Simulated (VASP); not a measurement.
Wanted: the native input for a VASP 6.6.1 run.

| Property | Result |
| --- | --- |
| Task | single point |
| Functional | PBE |
| Potentials or basis | VASP PAW PBE potentials, release 64 (Ti_sv, H) |
| Cutoff | 520 eV |
| k mesh | 6 × 6 × 1 |
| Occupations | gaussian, width 0.1 eV |
| Spin | no spin polarisation |
| Dipole correction | yes |
| Further INCAR settings | ALGO = Normal; EDIFF = 1e-06; NBANDS = 47 |

The structure of Ti3H lies in POSCAR:

```
Ti3H
1.0
    4.6039800811      0.0000000000      0.0000000000
   -2.3019900405      3.9871637087      0.0000000000
    0.0000000000      0.0000000000     22.4969948581
Ti H
6 2
Direct
    0.6666666667      0.3333333333      0.1778015253
    0.3333333333      0.6666666667      0.2195752601
    0.0000000000      0.0000000000      0.2613489950
    0.6666666667      0.3333333333      0.2980583739
    0.3333333333      0.6666666667      0.3304600279
    0.0000000000      0.0000000000      0.3776946615
    0.2757109188      0.7242890812      0.4119214551
    0.3909557479      0.6090442521      0.4119214551
```

One way to write it, as run:

INCAR

```
PREC     = Accurate       # precision mode
ENCUT    = 520            # plane-wave cutoff, eV
EDIFF    = 1E-6           # SCF threshold, eV
ISMEAR   = 0              # smearing method
SIGMA    = 0.1            # smearing width, eV
LREAL    = False          # projectors in reciprocal space
LASPH    = True           # aspherical terms in the spheres
NELM     = 100            # most SCF steps
ALGO     = Normal         # electronic algorithm
ISIF     = 2              # what is computed and relaxed
LWAVE    = False          # write WAVECAR
LCHARG   = False          # write CHGCAR
LDIPOL   = True         
IDIPOL   = 3            
DIPOL    = 0.5 0.5 0.311
GGA      = PE             # functional
NBANDS   = 47             # bands
```

KPOINTS

```
Automatic mesh
0
Gamma
  6 6 1
```

Potentials or basis: VASP PAW PBE potentials, release 64 (Ti_sv, H).

Launch:

```sh
$ cat potpaw_PBE.64/Ti_sv/POTCAR potpaw_PBE.64/H/POTCAR > POTCAR
$ mpirun -np 1 vasp_std > vasp.out
```

Results of the run:

| Item | Value |
| --- | --- |
| Largest force | 0.943 eV/Å |
| Band gap on the k mesh | zero (bands 37 and 38 overlap by 0.11 eV) |

Wall time 5.1 min on 1 thread of AMD EPYC 9R45 (Zen 5) (shared host), peak memory 0.52 GiB.
